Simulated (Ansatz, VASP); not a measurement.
**Two plane-wave programs on InAs**

```
In As
1.0
     0.00000    3.53803    3.53803
     3.53803    0.00000    3.53803
     3.53803    3.53803    0.00000
In As
2 2
Cartesian
  3.5380 3.5380 3.5380
  5.3071 5.3071 5.3071
  0.0000 0.0000 0.0000
  1.7690 1.7690 1.7690
```

Alike in both runs: functional r2SCAN; k mesh 4 × 4 × 4; occupations gaussian, width 0.1 eV; no spin polarisation.

Ansatz relaxed the structure, and its values are those at the end. VASP's run is a single point on that final structure, the one shown.

|  | VASP | Ansatz |
| --- | --- | --- |
| version | VASP 6.6.1 | Ansatz 0.2.0 |
| potentials or method | VASP PAW PBE potentials, release 64 (In_d, As), cutoff 520 eV | scalar-relativistic, plane waves, PAW |
| valence electrons in the cell | 36 | 56 |

|  | VASP | Ansatz | Ansatz less VASP |
| --- | --- | --- | --- |
| gap on the k mesh at the Fermi level (eV) | none | none | - |
| pressure (GPa) | 0.0 | 0.0 | +0.01 |

VASP's potentials were made for PBE, not for r2SCAN. A gap of «none» marks a metal or a gap that the smearing closes. VASP's potentials hold 36 valence electrons a cell and Ansatz's 56, so a difference there can come from the potentials and not from the codes.

The k mesh is coarse, so the values compare programs but aren't converged.
